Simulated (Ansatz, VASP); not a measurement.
# SnTe: VASP beside Ansatz

The input POSCAR:

```
SnTe
1.0
    3.9305596940      0.0000000000      0.0000000000
    0.0000000000      3.9305596940      0.0000000000
    0.0000000000      0.0000000000      3.9305596940
Te Sn
1 1
Direct
    0.5000000000      0.5000000000      0.5000000000
    0.0000000000      0.0000000000      0.0000000000
```

File INCAR.step1:

```
SYSTEM = SnTe
ALGO = Normal ; EDIFF = 1E-5
ENCUT = 520 ; GGA = PE
ISIF = 2 ; ISMEAR = -1
LASPH = .True. ; LREAL = .False.
LWAVE = .True. ; NBANDS = 17
NELM = 60 ; PREC = Accurate
SIGMA = 0.05
```

INCAR.step2

```
SYSTEM = SnTe
ALGO = Normal ; EDIFF = 1E-6
ENCUT = 520 ; GGA = PE
HFSCREEN = 0.2079 ; ISIF = 2
ISMEAR = -1 ; ISTART = 1
LASPH = .True. ; LCHARG = .True.
LELF = .True. ; LHFCALC = .True.
LREAL = .False. ; LVHAR = .True.
LWAVE = .False. ; NBANDS = 17
NELM = 60 ; PREC = Accurate
PRECFOCK = Normal ; SIGMA = 0.05
```

The input KPOINTS:

```
k-points
0
Gamma
  4 4 4
  0 0 0
```

input

```
crystal:
  lattice:
    - [3.930559694, 0.0, 0.0]
    - [0.0, 3.930559694, 0.0]
    - [0.0, 0.0, 3.930559694]
  atoms:
    - { symbol: Te, position: [0.5, 0.5, 0.5] }
    - { symbol: Sn, position: [0.0, 0.0, 0.0] }
hamiltonian:
  xc: hse06
  pseudopotentials: { kind: paw }
kpoints:
  mp_grid: { grid: [4, 4, 4] }
scf:
  occupations: { method: fermi_dirac, width: 0.05 }
output:
  forces: true
  stress: true
  eigenvalues: true
```

Alike in both runs: task single point; functional HSE06; k mesh 4 × 4 × 4; occupations fermi-dirac, width 0.05 eV; no spin polarisation.

|  | VASP | Ansatz |
| --- | --- | --- |
| version | VASP 6.6.1 | Ansatz 0.2.0 |
| potentials or method | VASP PAW PBE potentials, release 64 (Te, Sn_d) | Ansatz PAW |
| plane-wave cutoff (eV) | 520 | 420 |
| valence electrons in the cell | 20 | 30 |

|  | VASP | Ansatz | Ansatz less VASP |
| --- | --- | --- | --- |
| gap on the k mesh at the Fermi level (eV) | none | none | - |
| pressure (GPa) | -1.1 | -1.0 | +0.12 |

A gap of «none» marks a metal or a gap that the smearing closes. With one functional, cell and mesh, what is left measures potentials, basis and numerics. VASP's potentials hold 20 valence electrons a cell and Ansatz's 30, so a difference there can come from the potentials and not from the codes.

The k mesh is coarse, so the values compare programs but aren't converged. Spin-orbit coupling is off throughout.
